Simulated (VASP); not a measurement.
**TlBr: single point with PBE0**

Crystal: TlBr.

```xyz
2
Lattice="3.9949 0.0000 0.0000 0.0000 3.9949 0.0000 0.0000 0.0000 3.9949" Properties=species:S:1:pos:R:3 pbc="T T T"
Tl    0.0000    0.0000    0.0000
Br    1.9975    1.9975    1.9975
```

- Program: VASP 6.6.1
- Task: single point
- Functional: PBE0
- Potentials or basis: VASP PAW PBE potentials, release 64 (Tl_d, Br)
- Cutoff: 400 eV
- k mesh: 4 × 4 × 4
- Occupations: gaussian, width 0.01 eV
- Spin: no spin polarisation

```yaml
Pressure: 0.5 GPa
Band_gap_on_the_k_mesh: 3.26 eV
```

Levels at points of the mesh, in eV from the valence-band top:
| k point | band 6 | band 7 | band 8 | band 9 | band 10 | band 11 | band 12 | band 13 | band 14 | band 15 |
| --- | --- | --- | --- | --- | --- | --- | --- | --- | --- | --- |
| (0.00, 0.00, 0.00) | -11.30 | -4.86 | -1.59 | -1.59 | -1.59 | 8.57 | 8.57 | 9.00 | 9.00 | 9.00 |
| (0.50, 0.00, 0.00) | -11.29 | -6.00 | -1.07 | -1.07 | 0.00 | 3.26 | 7.42 | 7.42 | 9.65 | 12.04 |
| (0.50, 0.50, 0.00) | -11.24 | -3.87 | -3.31 | -3.31 | -0.97 | 6.46 | 6.46 | 9.19 | 9.30 | 12.05 |
| (0.50, 0.50, 0.50) | -11.24 | -2.75 | -2.28 | -2.28 | -2.28 | 3.56 | 3.56 | 3.56 | 14.65 | 14.65 |

Wall time 5.1 min on 1 thread of Intel(R) Xeon(R) Platinum 8488C (Sapphire Rapids) (shared host), peak memory 0.16 GiB.

Caveat: the PAW data sets were made with another functional, which shifts forces and pressure a little; spin-orbit coupling is left out, which moves the levels of the heavy elements. A k mesh can miss the band edges.
